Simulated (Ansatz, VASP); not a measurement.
## Lu: VASP beside Ansatz

The input INCAR:

```
  ALGO = Normal
  EDIFF = 1E-6
  ENCUT = 520
  GGA = RP
  ISIF = 2
  ISMEAR = -1
  LASPH = True
  LCHARG = True
  LELF = True
  LREAL = False
  LVHAR = True
  LWAVE = False
  NBANDS = 32
  NELM = 100
  PREC = Accurate
  SIGMA = 0.1
```

Contents of KPOINTS:

```
k-points
0
Gamma
  8 8 8
```

The input POSCAR:

```
Lu
1.0
    0.0000000000      3.7347943984      3.7347943984
    3.7347943984      0.0000000000      3.7347943984
    3.7347943984      3.7347943984      0.0000000000
Lu
2
Direct
    0.1250000000      0.1250000000      0.1250000000
    0.8750000000      0.8750000000      0.8750000000
```

Input for Ansatz:

```yaml
crystal:
  lattice:
    - [0.0, 3.7347943984, 3.7347943984]
    - [3.7347943984, 0.0, 3.7347943984]
    - [3.7347943984, 3.7347943984, 0.0]
  atoms:
    - { symbol: Lu, position: [0.125, 0.125, 0.125] }
    - { symbol: Lu, position: [0.875, 0.875, 0.875] }
hamiltonian:
  xc: rpbe
  pseudopotentials:
    kind: paw
    azcp:
      Lu: "pseudopotentials/Lu.paw.azcp"
basis:
  ecutwfc: 420
  fft_grid_basis: typed
kpoints:
  mp_grid: { grid: [8, 8, 8], shift: [0, 0, 0] }
magnetization:
  spin_polarized: false
scf:
  occupations: { method: fermi_dirac, width: 0.1 }
  lower_state_search: "off"
output:
  stress: true
```

Alike in both runs: task single point; functional RPBE; k mesh 8 × 8 × 8; occupations fermi-dirac, width 0.1 eV; no spin polarisation.

|  | VASP | Ansatz |
| --- | --- | --- |
| version | VASP 6.6.1 | Ansatz 0.2.0 |
| potentials or method | VASP PAW PBE potentials, release 64 (Lu), cutoff 520 eV | plane waves (420 eV) with PAW, scalar-relativistic |
| valence electrons in the cell | 50 | 50 |

|  | VASP | Ansatz | Ansatz less VASP |
| --- | --- | --- | --- |
| pressure (GPa) | 0.6 | 0.5 | -0.07 |

VASP's potentials were made for PBE, not for RPBE.

Spin-orbit coupling is off throughout.
